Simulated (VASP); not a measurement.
# Al3Pd (Pm-3m) in VASP: notebook

Al3Pd is run at these levels: PBEsol; tasks: single point, relaxation of cell and atoms.

Everything below comes from runs of VASP 6.6.1. Logs are shortened: lines on timing, memory, paths and dates and some standing lists are left out, and cuts for length are marked.

**1. The cell of the first run**

The structure is cubic, space group Pm-3m (No. 221). Conventional cell: a = 3.874 Å, b = 3.874 Å, c = 3.874 Å, α = 90.00°, β = 90.00°, γ = 90.00°. Within 3.6 Å of Pd (site symmetry m-3m) lie 12 Al at 2.74 Å. Within 3.6 Å of Al (site symmetry 4/mmm) lie 4 Pd at 2.74 Å and 8 Al at 2.74 Å.

**2. Single point, PBEsol**

File INCAR:

```
SYSTEM = Al3Pd
PREC = Accurate
ENCUT = 520
EDIFF = 1E-6
ISMEAR = -1
SIGMA = 0.05
LREAL = .False.
LASPH = .True.
NELM = 80
ALGO = Normal
ISIF = 2
LWAVE = .False.
LCHARG = .False.
GGA = PS
NBANDS = 18
```

File KPOINTS:

```
Automatic mesh
0
Gamma
  7 7 7
  0 0 0
```

File POSCAR:

```
Al3Pd
1.0
    3.8744192642      0.0000000000      0.0000000000
    0.0000000000      3.8744192642      0.0000000000
    0.0000000000      0.0000000000      3.8744192642
Pd Al
1 3
Direct
    0.0000000000      0.0000000000      0.0000000000
    0.5000000000      0.5000000000      0.0000000000
    0.5000000000      0.0000000000      0.5000000000
    0.0000000000      0.5000000000      0.5000000000
```

Potentials or basis: VASP PAW PBE potentials, release 64 (Pd, Al).

Run with:

```console
> cat potpaw_PBE.64/Pd/POTCAR potpaw_PBE.64/Al/POTCAR > POTCAR
> mpirun -np 1 vasp_std > vasp.out
```

OUTCAR:

```text
SYSTEM = Al3Pd
   PREC = Accurate
   ENCUT = 520
   EDIFF = 1E-6
   ISMEAR = -1
   LREAL = .False.
   LASPH = .True.
   NELM = 80
   ISIF = 2
   GGA = PS

 ion  position               nearest neighbor table
   1  0.000  0.000  0.000-   2 2.74   3 2.74   4 2.74   3 2.74   4 2.74   2 2.74   4 2.74   4 2.74
                             2 2.74   3 2.74   3 2.74   2 2.74
   2  0.500  0.500  0.000-   1 2.74   3 2.74   4 2.74   3 2.74   4 2.74   1 2.74   3 2.74   3 2.74
                             1 2.74   4 2.74   4 2.74   1 2.74
   3  0.500  0.000  0.500-   1 2.74   2 2.74   4 2.74   1 2.74   2 2.74   2 2.74   4 2.74   2 2.74
                             1 2.74   4 2.74   1 2.74   4 2.74
   4  0.000  0.500  0.500-   1 2.74   2 2.74   3 2.74   1 2.74   2 2.74   1 2.74   3 2.74   1 2.74
                             2 2.74   3 2.74   2 2.74   3 2.74

  LATTYP: Found a simple cubic cell.
 ALAT       =     3.8744192642

  Lattice vectors:

 A1 = (   3.8744192642,   0.0000000000,   0.0000000000)
 A2 = (   0.0000000000,   3.8744192642,   0.0000000000)
 A3 = (   0.0000000000,   0.0000000000,   3.8744192642)

Analysis of symmetry for initial positions (statically):
=====================================================================
 Subroutine PRICEL returns:
 Original cell was already a primitive cell.

 Routine SETGRP: Setting up the symmetry group for a
 simple cubic supercell.

 Subroutine GETGRP returns: Found 48 space group operations
 (whereof 48 operations were pure point group operations)
 out of a pool of 48 trial point group operations.

The static configuration has the point symmetry O_h .

Analysis of symmetry for dynamics (positions and initial velocities):
=====================================================================
 Subroutine PRICEL returns:
 Original cell was already a primitive cell.

 Routine SETGRP: Setting up the symmetry group for a
 simple cubic supercell.

 Subroutine GETGRP returns: Found 48 space group operations
 (whereof 48 operations were pure point group operations)
 out of a pool of 48 trial point group operations.

The dynamic configuration has the point symmetry O_h .

 Subroutine INISYM returns: Found 48 space group operations
 (whereof 48 operations are pure point group operations),
 and found     1 'primitive' translations

[... 92 lines left out ...]
   NELM   =     80;   NELMIN=  2; NELMDL= -5     # of ELM steps
   EDIFF  = 0.1E-05   stopping-criterion for ELM
   LREAL  =      F    real-space projection
   EDIFFG = 0.1E-04   stopping-criterion for IOM
   NSW    =      0    number of steps for IOM
   IBRION =     -1    ionic relax: 0-MD 1-quasi-New 2-CG
   NFREE  =      0    steps in history (QN), initial steepest desc. (CG)
   ISIF   =      2    stress and relaxation
   ISYM   =      2    0-nonsym 1-usesym 2-fastsym
   POTIM  = 0.5000    time-step for ionic-motion
   TEBEG  =    0.0;   TEEND  =   0.0 temperature during run
   PSTRESS=    0.0 pullay stress
   NELECT =      19.0000    total number of electrons
   NUPDOWN=      -1.0000    fix difference up-down
   EMIN   =  10.00;   EMAX   =-10.00  energy-range for DOS
   EFERMI =   0.00;   METHOD = LEGACY
   ISMEAR =    -1;   SIGMA  =   0.05  broadening in eV -4-tet -1-fermi 0-gaus
   EFERMI_NEDOS =   21; number of points for ismear=-14 and -15
   IALGO  =     38    algorithm
   IMIX   =      4    mixing-type and parameters
     AMIX     =   0.40;   BMIX     =  1.00
     AMIX_MAG =   1.60;   BMIX_MAG =  1.00
  volume/ion in A,a.u.               =      14.54        98.12
  Fermi-wavevector in a.u.,A,eV,Ry     =   1.127507  2.130680 17.296720  1.271273
  Thomas-Fermi vector in A             =   2.264194
   LORBIT       =      0    0 simple, 1 ext, 2 COOP (PROOUT), +10 PAW based schemes
   GGA     = PS    functional components
   LHFCALC =     F    Hartree Fock is set to
   AEXX    =    0.0000 exact exchange contribution
   IVDW    =     0    specifies the selected vdW correction
   LEPSILON=     F    determine dielectric tensor
   LRPA    =     F    only Hartree local field effects (RPA)
 non-spin polarized calculation
  energy-cutoff  :      520.00
  volume of cell :       58.16
 maximum number of plane-waves:      1582
 NGX is ok and might be reduce to    30
   NGX = 15   NGY = 15   NGZ = 15

 number of electron      19.0000005 magnetization

 Free energy of the ion-electron system (eV)
  ---------------------------------------------------
  ext. energy  EPLUGINS =         0.00000000
  ---------------------------------------------------
  free energy    TOTEN  =       -19.57308656 eV

  energy without entropy =      -19.54923435  energy(sigma->0) =      -19.56116046

 E-fermi :   9.9648     XC(G=0): -11.4041

 val. band max:        9.9439964983   @ k =   0.4286   0.4286   0.2857
 cond. band min:       9.9835688218   @ k =   0.2857   0.2857   0.2857
 fundamental gap:      0.0395723235
 Fermi energy:         9.9647968554

 k-point     1 :       0.0000    0.0000    0.0000
  band No.  band energies     occupation
      1      -1.5603      2.00000
      2       4.5476      2.00000
      3       4.5476      2.00000
      4       5.9820      2.00000
      5       5.9820      2.00000
      6       5.9820      2.00000
[... 397 lines left out ...]
      5       5.4816      2.00000
      6       5.7401      2.00000
[... 10 lines left out ...]
     17      21.9059      0.00000
     18      21.9531      0.00000

------------------------ aborting loop because EDIFF is reached ----------------------------------------

  FORCE on cell =-STRESS in cart. coord.  units (eV):
  Direction    XX          YY          ZZ          XY          YZ          ZX
  --------------------------------------------------------------------------------------
  -------------------------------------------------------------------------------------
  Total        1.8458744      1.8458744      1.8458744      0.0000000     -0.0000000      0.0000000
  in kB       50.8502261     50.8502261     50.8502261      0.0000000     -0.0000000      0.0000000
  external PRESSURE =      50.8502261 kB  Pullay stress =       0.0000000 kB

 VOLUME and BASIS-vectors are now :
 -----------------------------------------------------------------------------
  energy-cutoff  :      520.00
  volume of cell :       58.16
      direct lattice vectors                 reciprocal lattice vectors
     3.874419264  0.000000000  0.000000000     0.258103197  0.000000000  0.000000000
     0.000000000  3.874419264  0.000000000     0.000000000  0.258103197  0.000000000
     0.000000000  0.000000000  3.874419264     0.000000000  0.000000000  0.258103197

 POSITION                                       TOTAL-FORCE (eV/Angst)
 -----------------------------------------------------------------------------------
      0.00000      0.00000      0.00000         0.000000      0.000000      0.000000
      1.93721      1.93721      0.00000         0.000000      0.000000      0.000000
      1.93721      0.00000      1.93721         0.000000      0.000000      0.000000
      0.00000      1.93721      1.93721         0.000000      0.000000      0.000000
 -----------------------------------------------------------------------------------
    total drift:                                0.000000     -0.000000      0.000000

  FREE ENERGIE OF THE ION-ELECTRON SYSTEM (eV)
  ---------------------------------------------------
  free  energy   TOTEN  =       -19.5730865645 eV

  energy  without entropy=      -19.5492343531  energy(sigma->0) =      -19.56116046
```

OSZICAR:

```text
N       E                     dE             d eps       ncg     rms          rms(c)
DAV:   1     0.538591509811E+02    0.53859E+02   -0.73496E+03   720   0.869E+02
DAV:   2    -0.183127668566E+02   -0.72172E+02   -0.67338E+02   810   0.169E+02
DAV:   3    -0.204058408400E+02   -0.20931E+01   -0.20668E+01   944   0.270E+01
DAV:   4    -0.204227400875E+02   -0.16899E-01   -0.16884E-01   808   0.264E+00
DAV:   5    -0.204229549624E+02   -0.21487E-03   -0.21487E-03   878   0.311E-01    0.986E+00
DAV:   6    -0.200447411585E+02    0.37821E+00   -0.56403E+00   762   0.237E+01    0.612E+00
DAV:   7    -0.196163188866E+02    0.42842E+00   -0.10399E+00   750   0.125E+01    0.251E+00
DAV:   8    -0.195832025729E+02    0.33116E-01   -0.91922E-02   788   0.192E+00    0.830E-01
DAV:   9    -0.195732172671E+02    0.99853E-02   -0.23150E-02   768   0.165E+00    0.173E-01
DAV:  10    -0.195730899940E+02    0.12727E-03   -0.90420E-04   812   0.211E-01    0.949E-02
DAV:  11    -0.195730893523E+02    0.64170E-06   -0.18856E-05   818   0.300E-02    0.581E-02
DAV:  12    -0.195730867380E+02    0.26143E-05   -0.75128E-06   788   0.236E-02    0.623E-03
DAV:  13    -0.195730865645E+02    0.17347E-06   -0.34619E-07   414   0.637E-03
   1 F= -.19573087E+02 E0= -.19561160E+02  d E =-.238522E-01
```

stdout:

```text
POSCAR found type information on POSCAR PdAl
 POSCAR found :  2 types and       4 ions
 scaLAPACK will be used
 -----------------------------------------------------------------------------
|                                                                             |
|                                                                             |
|     You enforced a specific xc type in the INCAR file but a different       |
|     I HOPE YOU KNOW WHAT YOU ARE DOING!                                     |
|                                                                             |
 -----------------------------------------------------------------------------

 LDA part: xc-table for (Slater+PW92), standard interpolation
 POSCAR, INCAR and KPOINTS ok, starting setup
 FFT: planning ... GRIDC
 FFT: planning ... GRID_SOFT
 FFT: planning ... GRID
 WAVECAR not read
 entering main loop
```

Run time: 14 s. Hardware: 1 thread of Intel Xeon 6975P-C, shared host; peak memory 0.17 GiB.

Results:

- Free energy: -19.5731 eV
- Pressure: 5.1 GPa

Levels at points of the mesh, in eV from the Fermi level:
| k point | band 5 | band 6 | band 7 | band 8 | band 9 | band 10 | band 11 | band 12 | band 13 | band 14 |
| --- | --- | --- | --- | --- | --- | --- | --- | --- | --- | --- |
| (0.00, 0.00, 0.00) | -3.98 | -3.98 | -2.47 | -2.47 | -2.47 | -0.11 | 2.04 | 2.04 | 6.01 | 6.01 |

Caveat: the PAW data sets were made with another functional, which shifts forces and pressure a little.

**3. Single point, PBEsol**

This run uses another cell than the first one, of 15.12 Å³/atom, 1.040 times its volume.

File INCAR:

```
PREC = Accurate
ENCUT = 520
EDIFF = 1E-7
ISMEAR = -1
SIGMA = 0.05
LREAL = F
LASPH = T
NELM = 80
ALGO = Normal
ISIF = 2
LWAVE = F
LCHARG = F
GGA = PS
NBANDS = 18
```

File KPOINTS:

```
Automatic mesh
0
Gamma
  7 7 7
```

File POSCAR:

```
Al3Pd
1.0
    3.9252777877      0.0000000000      0.0000000000
    0.0000000000      3.9252777877      0.0000000000
    0.0000000000      0.0000000000      3.9252777877
Pd Al
1 3
Direct
    0.0000000000      0.0000000000      0.0000000000
    0.5000000000      0.5000000000      0.0000000000
    0.5000000000      0.0000000000      0.5000000000
    0.0000000000      0.5000000000      0.5000000000
```

Potentials or basis: VASP PAW PBE potentials, release 64 (Pd, Al).

Run with:

```console
> cat potpaw_PBE.64/Pd/POTCAR potpaw_PBE.64/Al/POTCAR > POTCAR
> mpirun -np 1 vasp_std > vasp.out
```

It took 15 s on 1 thread of Intel Xeon 6975P-C, shared host; peak memory 0.17 GiB.

Results (log left out):

```yaml
Free_energy: -19.6093 eV
Pressure: 0.0 GPa
```

Levels at points of the mesh, in eV from the Fermi level:
```
           k point  band 5  band 6  band 7  band 8  band 9  band 10  band 11  band 12  band 13  band 14
(0.00, 0.00, 0.00)   -3.80   -3.80   -2.38   -2.38   -2.38    -0.03     1.84     1.84     5.85     5.85
```

Caveat: the PAW data sets were made with another functional, which shifts forces and pressure a little.

**4. Relaxation of cell and atoms, PBEsol**

This run uses another cell than the first one, of 15.37 Å³/atom, 1.057 times its volume.

File INCAR:

```
SYSTEM = Al3Pd
PREC = Accurate
ENCUT = 600
EDIFF = 1E-6
ISMEAR = -1
SIGMA = 0.05
LREAL = .False.
LASPH = .True.
NELM = 100
ALGO = Normal
ISIF = 3
LWAVE = .False.
LCHARG = .False.
GGA = PS
IBRION = 2
NSW = 80
EDIFFG = -0.005
```

File KPOINTS:

```
Automatic mesh
0
Gamma
  7 7 7
  0 0 0
```

File POSCAR:

```
Al3Pd
1.0
    3.9469100000      0.0000000000      0.0000000000
    0.0000000000      3.9469100000      0.0000000000
    0.0000000000      0.0000000000      3.9469100000
Pd Al
1 3
Direct
    0.0000000000      0.0000000000      0.0000000000
    0.5000000000      0.5000000000      0.0000000000
    0.5000000000      0.0000000000      0.5000000000
    0.0000000000      0.5000000000      0.5000000000
```

Run with:

```console
> cat potpaw_PBE.64/Pd/POTCAR potpaw_PBE.64/Al/POTCAR > POTCAR
> mpirun -np 1 vasp_std > vasp.out
```

Run time: 23 s. Hardware: 1 thread of Intel Xeon 6975P-C, shared host; peak memory 0.19 GiB.

The run converged. Its results:

```yaml
Free_energy: -19.6099 eV
Relaxed_volume: 15.12 Å³/atom
Relaxed_cell: a = 3.926 Å, b = 3.926 Å, c = 3.926 Å, α = 90.00°, β = 90.00°, γ = 90.00°
Space_group_after_relaxing_to_0.05_Å: Pm-3m (No. 221)
Energy_gained_by_relaxing: 1.4 meV/atom
Ionic_steps: 3
Pressure_after_relaxing: 0.0 GPa
```

Step by step:
```tsv
step	energy change (eV)	largest force (eV/Å)	pressure (GPa)	volume (Å³)
1	0.0000	0.0000	-1.84	61.49
2	-0.0037	0.0000	1.16	59.93
3	-0.0057	0.0000	0.02	60.50
```

Final structure:
```
Pd Al
1.0
     3.92568    0.00000    0.00000
     0.00000    3.92568    0.00000
     0.00000    0.00000    3.92568
Pd Al
1 3
Direct
  0.00000 0.00000 0.00000
  0.50000 0.50000 0.00000
  0.50000 0.00000 0.50000
  0.00000 0.50000 0.50000
```

Levels at points of the mesh, in eV from the Fermi level:
```csv
k point,band 5,band 6,band 7,band 8,band 9,band 10,band 11,band 12,band 13
"(0.00, 0.00, 0.00)",-3.80,-3.80,-2.38,-2.38,-2.38,-0.02,1.84,1.84,5.85
```

Caveat: the PAW data sets were made with another functional, which shifts forces and pressure a little.

**5. Relaxation of cell and atoms, PBEsol, target pressure 5 GPa, at which the enthalpy is minimised**

This run uses another cell than the first one, of 15.37 Å³/atom, 1.057 times its volume.

File INCAR:

```
ALGO = Normal
EDIFF = 1E-6
EDIFFG = -0.005
ENCUT = 600
GGA = PS
IBRION = 2
ISIF = 3
ISMEAR = -1
LASPH = T
LCHARG = F
LREAL = F
LWAVE = F
NELM = 100
NSW = 80
PREC = Accurate
PSTRESS = 50.0
SIGMA = 0.05
```

File KPOINTS:

```
k-points
0
Gamma
  7 7 7
```

POSCAR is that of step 4.

Run with:

```console
> cat potpaw_PBE.64/Pd/POTCAR potpaw_PBE.64/Al/POTCAR > POTCAR
> mpirun -np 1 vasp_std > vasp.out
```

Wall time 26 s (1 thread of Intel Xeon 6975P-C, shared host); peak memory 0.2 GiB.

The run converged. Its results:

```
Free energy                                            : -19.5756 eV
Relaxed volume                                         : 14.55 Å³/atom
Relaxed cell                                           : a = 3.875 Å, b = 3.875 Å, c = 3.875 Å, α = 90.00°, β = 90.00°, γ = 90.00°
Space group after relaxing (to 0.05 Å)                 : Pm-3m (No. 221)
Energy change on relaxing (the enthalpy is what falls) : +7.1 meV/atom
Ionic steps                                            : 3
Pressure after relaxing                                : 5.0 GPa
```

Step by step:
| step | energy change (eV) | largest force (eV/Å) | pressure (GPa) | volume (Å³) |
| --- | --- | --- | --- | --- |
| 1 | 0.0000 | 0.0000 | -1.84 | 61.49 |
| 2 | 0.1478 | 0.0000 | 11.33 | 55.83 |
| 3 | 0.0285 | 0.0000 | 4.97 | 58.21 |

Final structure:
```cif
data_structure
_symmetry_space_group_name_H-M 'P 1'
_symmetry_Int_Tables_number 1
_cell_length_a 3.8755
_cell_length_b 3.8755
_cell_length_c 3.8755
_cell_angle_alpha 90.000
_cell_angle_beta 90.000
_cell_angle_gamma 90.000
_cell_volume 58.21
loop_
_atom_site_label
_atom_site_type_symbol
_atom_site_fract_x
_atom_site_fract_y
_atom_site_fract_z
_atom_site_occupancy
Pd1 Pd 0.00000 0.00000 0.00000 1
Al1 Al 0.50000 0.50000 0.00000 1
Al2 Al 0.50000 0.00000 0.50000 1
Al3 Al 0.00000 0.50000 0.50000 1
```

Levels at points of the mesh, in eV from the Fermi level:
| k point | band 6 | band 7 | band 8 | band 9 | band 10 | band 11 | band 12 | band 13 |
| --- | --- | --- | --- | --- | --- | --- | --- | --- |
| (0.00, 0.00, 0.00) | -3.98 | -2.47 | -2.47 | -2.47 | -0.10 | 2.03 | 2.03 | 6.00 |

Caveat: the cell is relaxed towards a set pressure, so the enthalpy falls and the energy may rise; the PAW data sets were made with another functional, which shifts forces and pressure a little.

(Continued in part 2 of 2.)
